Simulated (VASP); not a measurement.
Set up this calculation in VASP 6.6.1, as the native input.

```
Task                   : relaxation of cell and atoms
Functional             : PBE
Potentials or basis    : VASP PAW PBE potentials, release 64 (Ta_pv)
Cutoff                 : 600 eV
k mesh                 : 16 × 16 × 16
Occupations            : fermi-dirac, width 0.08 eV
Spin                   : no spin polarisation
Target pressure        : 54 GPa
Dipole correction      : no
Further INCAR settings : ALGO = Normal; EDIFF = 1e-06; IBRION = 2; EDIFFG = -0.005; NSW = 32; ISIF = 3
```

The structure of Ta lies in POSCAR:

```
Ta
1.0
   -2.4414924269      2.4414924269      1.3205565187
    2.4414924269     -2.4414924269      1.3205565187
    2.4414924269      2.4414924269     -1.3205565187
Ta
2
Direct
   -0.3750000000     -0.1250000000     -0.2500000000
    0.3750000000      0.1250000000      0.2500000000
```

These files were run (other wordings do the same):

INCAR

```
SYSTEM = Ta
ALGO = Normal
EDIFF = 1E-6
EDIFFG = -0.005
ENCUT = 600
GGA = PE
IBRION = 2
ISIF = 3
ISMEAR = -1
LASPH = .True.
LCHARG = .False.
LREAL = .False.
LWAVE = .False.
NELM = 100
NSW = 32
PREC = Accurate
PSTRESS = 540.0
SIGMA = 0.08
```

KPOINTS

```
k-points
0
Gamma
  16 16 16
  0 0 0
```

Potentials or basis: VASP PAW PBE potentials, release 64 (Ta_pv).

Command:

```bash
$ cat potpaw_PBE.64/Ta_pv/POTCAR > POTCAR
$ mpirun -np 1 vasp_std > vasp.out
```

Results of the run:

```json
{
 "Relaxed volume": "15.78 Å³/atom",
 "Relaxed cell": "a = 3.700 Å, b = 3.700 Å, c = 3.700 Å, α = 97.32°, β = 97.32°, γ = 138.17°",
 "Space group after relaxing (to 0.1 Å)": "I4_1/amd (No. 141)",
 "Energy change on relaxing (the run minimises the enthalpy)": "-13.6 meV/atom",
 "Ionic steps": "12",
 "Pressure after relaxing": "54.0 GPa",
 "Band gap on the k mesh": "zero (bands 11 and 12 overlap by 1.90 eV)"
}
```

Caveat: the cell is relaxed towards a set pressure, so the run minimises the enthalpy, not the energy; spin-orbit coupling is left out, which moves the levels of the heavy elements.

It took 6.9 min on 1 thread of AMD EPYC 9R45 96-Core Processor (Zen 5), with other jobs on the host, peak memory 0.29 GiB.
